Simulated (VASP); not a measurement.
A run of VASP 6.6.1 is set up as follows.

The input INCAR:

```
SYSTEM = CoSi2
ALGO     = Normal         ! electronic algorithm
EDIFF    = 1E-6           ! SCF threshold, eV
ENCUT    = 520            ! plane-wave cutoff, eV
GGA      = PS             ! functional
ISIF     = 2              ! what is computed and relaxed
ISMEAR   = 0              ! smearing method
LASPH    = .TRUE.         ! aspherical terms in the spheres
LCHARG   = .FALSE.        ! write CHGCAR
LREAL    = .FALSE.        ! projectors in reciprocal space
LWAVE    = .FALSE.        ! write WAVECAR
NBANDS   = 16             ! bands
NELM     = 100            ! most SCF steps
PREC     = Accurate       ! precision mode
SIGMA    = 0.15           ! smearing width, eV
```

KPOINTS

```
k-points
0
G
  12 12 12
  0 0 0
```

POSCAR

```
CoSi2
1.0
    0.0000000000      2.6562539721      2.6562539721
    2.6562539721      0.0000000000      2.6562539721
    2.6562539721      2.6562539721      0.0000000000
Co Si
1 2
Direct
   -0.0001398227      0.0001426904      0.0000096984
    0.2502007864      0.2500405244      0.2498739415
    0.7499390363      0.7498167852      0.7501163602
```

Potentials or basis: VASP PAW PBE potentials, release 64 (Co, Si).

Run with:

```console
$ cat potpaw_PBE.64/Co/POTCAR potpaw_PBE.64/Si/POTCAR > POTCAR
$ mpirun -np 1 vasp_std > vasp.out
```

Q: Estimate the pressure.

A: 0.0 GPa.

Q: Estimate the band gap on the k mesh.

A: Zero (an odd number of electrons rules out a gap without spin polarisation).

Q: Estimate the largest force.

A: 0.010 eV/Å.

Forces on the atoms (eV/Å):
```
Co  -0.008  0.007  0.000
Si   0.004 -0.004 -0.008
Si   0.004 -0.003  0.008
```

Caveat: the PAW data sets were made with another functional, which shifts forces and pressure a little; the run has no spin polarisation, though such a crystal can be magnetic. Spin polarisation is off, so any magnetic state and its effect on volume and gap are missing.
